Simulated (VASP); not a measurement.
# NiO (Fm-3m) in VASP: further runs, part 2 of 2

VASP 6.6.1.

### Step 3. Relaxation of cell and atoms, PBE exchange alone, collinear spin, ferromagnetic start

Input file INCAR:

```
PREC = Accurate ; ENCUT = 600
EDIFF = 1E-7 ; ISMEAR = -1
SIGMA = 0.05 ; LREAL = False
LASPH = True ; NELM = 150
ALGO = Normal ; ISIF = 3
LWAVE = False ; LCHARG = False
ISPIN = 2 ; MAGMOM = 1 0
LORBIT = 11 ; LMAXMIX = 4
GGA = PE ; ALDAC = 0.0
AGGAC = 0.0 ; IBRION = 2
NSW = 60 ; EDIFFG = -0.01
```

Input file KPOINTS:

```
regular mesh
0
Gamma
  11 11 11
```

Input file POSCAR:

```
NiO
1.0
    0.0000000000      2.0859016414      2.0859016414
    2.0859016414      0.0000000000      2.0859016414
    2.0859016414      2.0859016414      0.0000000000
Ni O
1 1
Direct
    0.0000000000      0.0000000000      0.0000000000
    0.5000000000      0.5000000000      0.5000000000
```

Potentials or basis: VASP PAW PBE potentials, release 64 (Ni, O).

Launch:

```
$ cat potpaw_PBE.64/Ni/POTCAR potpaw_PBE.64/O/POTCAR > POTCAR
$ mpirun -np 1 vasp_std > vasp.out
```

OUTCAR:

```text
PREC = Accurate
   ENCUT = 600
   EDIFF = 1E-7
   ISMEAR = -1
   LREAL = False
   LASPH = True
   NELM = 150
   ISIF = 3
   ISPIN = 2
   LORBIT = 11
   GGA = PE
   IBRION = 2
   NSW = 60
   EDIFFG = -0.01

 ion  position               nearest neighbor table
   1  0.000  0.000  0.000-   2 2.09   2 2.09   2 2.09   2 2.09   2 2.09   2 2.09
   2  0.500  0.500  0.500-   1 2.09   1 2.09   1 2.09   1 2.09   1 2.09   1 2.09

  LATTYP: Found a face centered cubic cell.
 ALAT       =     4.1718032828

  Lattice vectors:

 A1 = (   0.0000000000,   2.0859016414,   2.0859016414)
 A2 = (   2.0859016414,   0.0000000000,   2.0859016414)
 A3 = (   2.0859016414,   2.0859016414,   0.0000000000)

Analysis of symmetry for initial positions (statically):
=====================================================================
 Subroutine PRICEL returns:
 Original cell was already a primitive cell.

 Routine SETGRP: Setting up the symmetry group for a
 face centered cubic supercell.

 Subroutine GETGRP returns: Found 48 space group operations
 (whereof 48 operations were pure point group operations)
 out of a pool of 48 trial point group operations.

The static configuration has the point symmetry O_h .

Analysis of symmetry for dynamics (positions and initial velocities):
=====================================================================
 Subroutine PRICEL returns:
 Original cell was already a primitive cell.

 Routine SETGRP: Setting up the symmetry group for a
 face centered cubic supercell.

 Subroutine GETGRP returns: Found 48 space group operations
 (whereof 48 operations were pure point group operations)
 out of a pool of 48 trial point group operations.

The dynamic configuration has the point symmetry O_h .

Analysis of structural, dynamic, and magnetic symmetry:
=====================================================================
 Subroutine PRICEL returns:
 Original cell was already a primitive cell.

 Routine SETGRP: Setting up the symmetry group for a
 face centered cubic supercell.

 Subroutine GETGRP returns: Found 48 space group operations
 (whereof 48 operations were pure point group operations)
 out of a pool of 48 trial point group operations.

The overall configuration has the point symmetry O_h .

 Subroutine INISYM returns: Found 48 space group operations
 (whereof 48 operations are pure point group operations),
 and found     1 'primitive' translations

----------------------------------------------------------------------------------------

                                     Primitive cell

  volume of cell :      18.1515

  direct lattice vectors                    reciprocal lattice vectors
     0.000000000  2.085901641  2.085901641    -0.239704495  0.239704495  0.239704495
     2.085901641  0.000000000  2.085901641     0.239704495 -0.239704495  0.239704495
     2.085901641  2.085901641  0.000000000     0.239704495  0.239704495 -0.239704495

  length of vectors
     2.949910391  2.949910391  2.949910391     0.415180364  0.415180364  0.415180364

  position of ions in fractional coordinates (direct lattice)
     0.000000000  0.000000000  0.000000000
     0.500000000  0.500000000  0.500000000

  ion indices of the primitive-cell ions
   primitive index   ion index
                 1           1
                 2           2

[... 68 lines left out ...]
   LASPH  =      T    aspherical Exc in radial PAW
   ENCUT  =  600.0 eV  44.10 Ry    6.64 a.u.   5.89  5.89  5.89*2*pi/ulx,y,z
   NELM   =    150;   NELMIN=  2; NELMDL= -5     # of ELM steps
   EDIFF  = 0.1E-06   stopping-criterion for ELM
   LREAL  =      F    real-space projection
   EDIFFG = -.1E-01   stopping-criterion for IOM
   NSW    =     60    number of steps for IOM
   IBRION =      2    ionic relax: 0-MD 1-quasi-New 2-CG
   NFREE  =      1    steps in history (QN), initial steepest desc. (CG)
   ISIF   =      3    stress and relaxation
   ISYM   =      2    0-nonsym 1-usesym 2-fastsym
   POTIM  = 0.5000    time-step for ionic-motion
   TEBEG  =    0.0;   TEEND  =   0.0 temperature during run
   PSTRESS=    0.0 pullay stress
   NELECT =      16.0000    total number of electrons
   NUPDOWN=      -1.0000    fix difference up-down
   EMIN   =  10.00;   EMAX   =-10.00  energy-range for DOS
   EFERMI =   0.00;   METHOD = LEGACY
   ISMEAR =    -1;   SIGMA  =   0.05  broadening in eV -4-tet -1-fermi 0-gaus
   EFERMI_NEDOS =   21; number of points for ismear=-14 and -15
   IALGO  =     38    algorithm
   IMIX   =      4    mixing-type and parameters
     AMIX     =   0.40;   BMIX     =  1.00
     AMIX_MAG =   1.60;   BMIX_MAG =  1.00
  volume/ion in A,a.u.               =       9.08        61.25
  Fermi-wavevector in a.u.,A,eV,Ry     =   1.569680  2.966264 33.523312  2.463894
  Thomas-Fermi vector in A             =   2.671526
   LORBIT       =     11    0 simple, 1 ext, 2 COOP (PROOUT), +10 PAW based schemes
   GGA     = PE    functional components
   LHFCALC =     F    Hartree Fock is set to
   AEXX    =    0.0000 exact exchange contribution
   IVDW    =     0    specifies the selected vdW correction
   LEPSILON=     F    determine dielectric tensor
   LRPA    =     F    only Hartree local field effects (RPA)
 conjugate gradient relaxation of ions
 spin polarized calculation
  energy-cutoff  :      600.00
  volume of cell :       18.15
 maximum number of plane-waves:       620
   NGX = 11   NGY = 11   NGZ = 11

--------------------------------------- Ionic step        1  -------------------------------------------

 number of electron      16.0000001 magnetization       1.8858711

 Free energy of the ion-electron system (eV)
  ---------------------------------------------------
  ext. energy  EPLUGINS =         0.00000000
  ---------------------------------------------------
  free energy    TOTEN  =        -8.99798227 eV

  energy without entropy =       -8.99167400  energy(sigma->0) =       -8.99482813

------------------------ aborting loop because EDIFF is reached ----------------------------------------

  FORCE on cell =-STRESS in cart. coord.  units (eV):
  Direction    XX          YY          ZZ          XY          YZ          ZX
  --------------------------------------------------------------------------------------
  -------------------------------------------------------------------------------------
  Total        3.6908125      3.6908125      3.6908125      0.0000000      0.0000000      0.0000000
  in kB      325.7775072    325.7775072    325.7775072      0.0000000      0.0000000      0.0000000
  external PRESSURE =     325.7775072 kB  Pullay stress =       0.0000000 kB
[... 61 lines left out ...]
--------------------------------------- Ionic step        3  -------------------------------------------

 number of electron      16.0000006 magnetization      -0.0000037

 E-fermi :   7.1647     XC(G=0):  -9.9737

 val. band max:        7.1616198437   @ k =  -0.4545   0.3636   0.0909
 cond. band min:       7.1968916841   @ k =  -0.2727   0.0909   0.0000
 fundamental gap:      0.0352718404
 Fermi energy:         7.1646585625

 spin component 1

 k-point     1 :       0.0000    0.0000    0.0000
  band No.  band energies     occupation
      1     -11.7906      1.00000
      2       4.6926      1.00000
      3       4.6926      1.00000
      4       4.6926      1.00000
      5       5.7104      1.00000
      6       5.7104      1.00000
      7       5.7105      1.00000
      8       6.0215      1.00000
      9       6.0215      1.00000
     10       8.3009      0.00000
     11      25.2003      0.00000
     12      25.3890      0.00000
[... 830 lines left out ...]
 number of electron      15.9999983 magnetization      -0.0000676

 number of electron      15.9999983 magnetization       0.0000760

 Free energy of the ion-electron system (eV)
  ---------------------------------------------------
  ext. energy  EPLUGINS =         0.00000000
  ---------------------------------------------------
  free energy    TOTEN  =        -8.96183768 eV

  energy without entropy =       -8.94323426  energy(sigma->0) =       -8.95253597

 E-fermi :   7.7406     XC(G=0): -10.1930

 val. band max:        7.7358238943   @ k =  -0.4545   0.3636   0.0909
 cond. band min:       7.7657648537   @ k =  -0.2727   0.0909   0.0000
 fundamental gap:      0.0299409594
 Fermi energy:         7.7405852351

 spin component 1

 k-point     1 :       0.0000    0.0000    0.0000
  band No.  band energies     occupation
      1     -11.5628      1.00000
      2       5.1011      1.00000
      3       5.1011      1.00000
      4       5.1011      1.00000
      5       6.1762      1.00000
      6       6.1762      1.00000
      7       6.1762      1.00000
      8       6.5110      1.00000
      9       6.5110      1.00000
     10       9.0320      0.00000
     11      25.9049      0.00000
     12      26.2419      0.00000
[... 786 lines left out ...]
  FREE ENERGIE OF THE ION-ELECTRON SYSTEM (eV)
  ---------------------------------------------------
  free  energy   TOTEN  =        -8.9618376833 eV

  energy  without entropy=       -8.9432342635  energy(sigma->0) =       -8.95253597

 reached required accuracy - stopping structural energy minimisation

 total charge

# of ion       s       p       d       tot
------------------------------------------
    1        0.285   0.299   8.299   8.883
    2        1.570   3.322   0.000   4.891
--------------------------------------------------
tot          1.855   3.620   8.299  13.774

 magnetization (x)

# of ion       s       p       d       tot
------------------------------------------
    1        0.000   0.000   0.000   0.000
    2        0.000   0.000   0.000   0.000
--------------------------------------------------
tot          0.000   0.000   0.000   0.000
```

OSZICAR:

```text
N       E                     dE             d eps       ncg     rms          rms(c)
DAV:   1     0.100567368949E+03    0.10057E+03   -0.85330E+03  2952   0.170E+03
[... 68 lines left out ...]
DAV:   5    -0.896185756174E+01    0.43549E-03   -0.84698E-04  4186   0.385E-01    0.407E-02
DAV:   6    -0.896183767878E+01    0.19883E-04   -0.53680E-05  3405   0.909E-02    0.158E-02
DAV:   7    -0.896184384226E+01   -0.61635E-05   -0.74616E-06  3052   0.443E-02    0.229E-02
DAV:   8    -0.896183889326E+01    0.49490E-05   -0.32612E-06  2967   0.353E-02    0.113E-02
DAV:   9    -0.896183783836E+01    0.10549E-05   -0.99056E-07  3115   0.177E-02    0.409E-03
DAV:  10    -0.896183770832E+01    0.13004E-06   -0.39680E-07  2535   0.103E-02    0.121E-03
DAV:  11    -0.896183768335E+01    0.24975E-07   -0.34888E-08  1466   0.272E-03
   5 F= -.89618377E+01 E0= -.89525360E+01  d E =0.361446E-01  mag=     0.0000
```

Run time: 4 min. Hardware: 1 thread of AMD EPYC 7R13, shared host; peak memory 0.14 GiB.

What came out:

| Property | Result |
| --- | --- |
| Free energy | -8.9618 eV |
| Relaxed volume | 10.30 Å³/atom |
| Relaxed cell | a = 3.077 Å, b = 3.077 Å, c = 3.077 Å, α = 60.00°, β = 60.00°, γ = 60.00° |
| Space group after relaxing (to 0.1 Å) | Fm-3m (No. 225) |
| Ionic steps | 5 |
| Pressure after relaxing | 0.0 GPa |
| Band gap on the k mesh | zero (filled and empty bands overlap) |
| Net moment | 0.00 μB per cell |
| Valence electrons inside the program's atomic spheres | Ni 8.88; O 4.89 |

The path:
```tsv
step	energy change (eV)	largest force (eV/Å)	pressure (GPa)	volume (Å³)
1	0.0000	0.0000	32.58	18.15
2	0.1699	0.0000	-13.43	23.44
3	0.0518	0.0000	-5.38	21.50
4	0.0383	0.0000	-2.08	20.93
5	0.0361	0.0000	-0.02	20.61
```

Final structure:
```
Ni O
1.0
     0.00000    2.17612    2.17612
     2.17612    0.00000    2.17612
     2.17612    2.17612    0.00000
Ni O
1 1
Direct
  0.00000 0.00000 0.00000
  0.50000 0.50000 0.50000
```

Levels at points of the mesh, in eV from the Fermi level:
Spin up:
```tsv
k point	band 4	band 5	band 6	band 7	band 8	band 9	band 10	band 11	band 12	band 13
(0.00, 0.00, 0.00)	-2.64	-1.56	-1.56	-1.56	-1.23	-1.23	1.29	18.16	18.50	18.50
```
Spin down:
| k point | band 6 | band 7 | band 8 | band 9 | band 10 | band 11 |
| --- | --- | --- | --- | --- | --- | --- |
| (0.00, 0.00, 0.00) | -1.56 | -1.56 | -1.23 | -1.23 | 1.29 | 18.16 |

Caveat: semilocal functionals often make such compounds metallic where correlation or magnetic order opens a gap, which also shifts bond lengths. Zero-point motion and thermal expansion aren't in these numbers.

### Step 4. Single point, r2SCAN0, collinear spin, ferromagnetic start

This run uses another cell than the first one, of 8.71 Å³/atom.

Input file POSCAR:

```
NiO
1.0
    0.0000000000      2.0577103256      2.0577103256
    2.0577103256      0.0000000000      2.0577103256
    2.0577103256      2.0577103256      0.0000000000
Ni O
1 1
Direct
    0.0000000000      0.0000000000      0.0000000000
    0.5000000000      0.5000000000      0.5000000000
```

Input file INCAR.step1:

```
PREC = Accurate ; ENCUT = 520
EDIFF = 1E-5 ; ISMEAR = -1
SIGMA = 0.05 ; LREAL = False
LASPH = True ; NELM = 150
ALGO = Normal ; ISIF = 2
LWAVE = True ; ISPIN = 2
MAGMOM = 1 0 ; LORBIT = 11
LMAXMIX = 4 ; GGA = PE
NBANDS = 19
```

Input file INCAR.step2:

```
PREC = Accurate ; ENCUT = 520
EDIFF = 1E-6 ; ISMEAR = -1
SIGMA = 0.05 ; LREAL = False
LASPH = True ; NELM = 150
ALGO = Normal ; ISIF = 2
LWAVE = False ; LCHARG = True
ISPIN = 2 ; MAGMOM = 1 0
LORBIT = 11 ; LMAXMIX = 4
METAGGA = R2SCAN ; LHFCALC = True
AEXX = 0.25 ; LMIXTAU = True
PRECFOCK = Normal ; LELF = True
LVHAR = True ; ISTART = 1
NBANDS = 19
```

Input file KPOINTS:

```
regular mesh
0
Gamma
  6 6 6
```

Launch:

```
$ cat potpaw_PBE.64/Ni/POTCAR potpaw_PBE.64/O/POTCAR > POTCAR
$ cp INCAR.step1 INCAR
$ mpirun -np 1 vasp_std > vasp.out
$ cp INCAR.step2 INCAR
$ mpirun -np 1 vasp_std > vasp.out
```

Wall time 76 min (1 thread of Intel Xeon Platinum 8259CL at 2.50GHz (Skylake/Cascade Lake), shared host); peak memory 0.17 GiB.

Results (log left out):

```yaml
Free_energy: -24.2028 eV
Pressure: 10.6 GPa
Band_gap_on_the_k_mesh: 4.77 eV (least direct gap 5.88 eV)
Net_moment: 2.00 μB per cell
Site_moments: Ni +1.77; O +0.21 μB
Valence_electrons_inside_the_program's_atomic_spheres: Ni 8.97; O 5.12
```

Levels at points of the mesh, in eV from the valence-band top:
Spin up:
```csv
k point,band 6,band 7,band 8,band 9,band 10,band 11,band 12,band 13
"(0.00, 0.00, 0.00)",-4.33,-2.49,-2.49,-2.49,5.18,21.69,22.88,22.88
"(0.50, 0.00, 0.00)",-3.71,-2.68,0.00,0.00,9.10,14.74,18.10,18.10
"(0.50, 0.50, 0.00)",-4.06,-4.06,-3.35,-3.35,10.00,15.17,15.47,21.64
```
Spin down:
```tsv
k point	band 3	band 4	band 5	band 6	band 7	band 8	band 9	band 10	band 11	band 12
(0.00, 0.00, 0.00)	-3.22	-3.22	-1.69	-1.69	-1.69	4.77	4.77	5.77	21.73	23.19
(0.50, 0.00, 0.00)	-4.38	-4.38	-1.87	-1.87	-1.53	7.94	7.94	9.40	15.55	18.50
(0.50, 0.50, 0.00)	-4.12	-3.38	-3.38	-2.13	-2.13	5.43	6.19	10.66	15.76	15.84
```

Caveat: the k points lie up to 0.44 Å⁻¹ apart; the PAW data sets were made with another functional, which shifts forces and pressure a little; a cell with one magnetic atom can't hold antiferromagnetic order, which such compounds often take.

### Step 5. Overview

```tsv
task	level	cell	k mesh	cutoff (eV)	grid for exact exchange (PRECFOCK)	share of exact exchange	gap on the mesh (eV)	pressure (GPa)	moment (μB)
single point	b88 exchange, pbe correlation	a = 2.950 Å, angles 60.0°, 2 atoms	11 × 11 × 11	600	-	-	none	4.6	1.70
relaxation of cell and atoms	PBE exchange alone	relaxed from a = 2.950 Å, angles 60.0°, 2 atoms	11 × 11 × 11	600	-	-	none	0.0	0.00
single point	r2SCAN0	a = 2.910 Å, angles 60.0°, 2 atoms	6 × 6 × 6	520	Normal	0.25	4.77	10.6	2.00
```

Alike in all rows: potentials or basis VASP PAW PBE potentials, release 64 (Ni, O); spin collinear, ferromagnetic start; smearing fermi-dirac 0.05 eV.

Caveats: some runs use coarse meshes; the PAW data sets were made with another functional, which shifts forces and pressure a little (at least some runs); a cell with one magnetic atom can't hold antiferromagnetic order, which such compounds often take (at least some runs); semilocal functionals often make such compounds metallic where correlation or magnetic order opens a gap, which also shifts bond lengths (at least some runs); the cell stands under pressure (at least some runs).

Total energies depend on the potentials used, so only differences within one code and one set of settings carry meaning.
